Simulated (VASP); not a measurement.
Input of a VASP 6.6.1 run:

Contents of INCAR:

```
ALGO     = Normal         # electronic algorithm
EDIFF    = 1E-6           # SCF threshold, eV
ENCUT    = 600            # plane-wave cutoff, eV
GGA      = PE             # functional
GGA_COMPAT= F            
ISIF     = 2              # what is computed and relaxed
ISMEAR   = 0              # smearing method
LASPH    = T              # aspherical terms in the spheres
LCHARG   = F              # write CHGCAR
LORBIT   = 11             # projections on sites
LORBMOM  = T            
LREAL    = F              # projectors in reciprocal space
LSORBIT  = T              # spin-orbit coupling
LWAVE    = F              # write WAVECAR
MAGMOM   = 0 0 0 0 0 0 0 0 0 0 0 0 0 0 0 0 0 0 # initial moments
NBANDS   = 48             # bands
NELM     = 200            # most SCF steps
PREC     = Accurate       # precision mode
SIGMA    = 0.02           # smearing width, eV
```

The input KPOINTS:

```
k-points
0
Gamma
  6 6 8
```

File POSCAR:

```
SiO2
1.0
    4.1753574771      0.0000000000      0.0000000000
    0.0000000000      4.1753574771      0.0000000000
    0.0000000000      0.0000000000      2.6678773995
Si O
2 4
Direct
    0.0000000000      0.0000000000      0.0000000000
    0.5000000000      0.5000000000      0.5000000000
    0.3057798988      0.3057798988      0.0000000000
    0.6942201012      0.6942201012      0.0000000000
    0.1942201012      0.8057798988      0.5000000000
    0.8057798988      0.1942201012      0.5000000000
```

Potentials or basis: VASP PAW PBE potentials, release 64 (Si, O).

Run with:

```bash
$ cat potpaw_PBE.64/Si/POTCAR potpaw_PBE.64/O/POTCAR > POTCAR
$ mpirun -np 1 vasp_ncl > vasp.out
```

Predict the largest force.

0.082 eV/Å.

Predict the pressure.

10.8 GPa.

Predict the net moment.

0.00 μB per cell.

Moments on the atoms (μB; x, y, z):
```
Si  0.00 0.00 0.00
Si  0.00 0.00 0.00
O   0.00 0.00 0.00
O   0.00 0.00 0.00
O   0.00 0.00 0.00
O   0.00 0.00 0.00
```

Caveat: the cell stands under pressure.
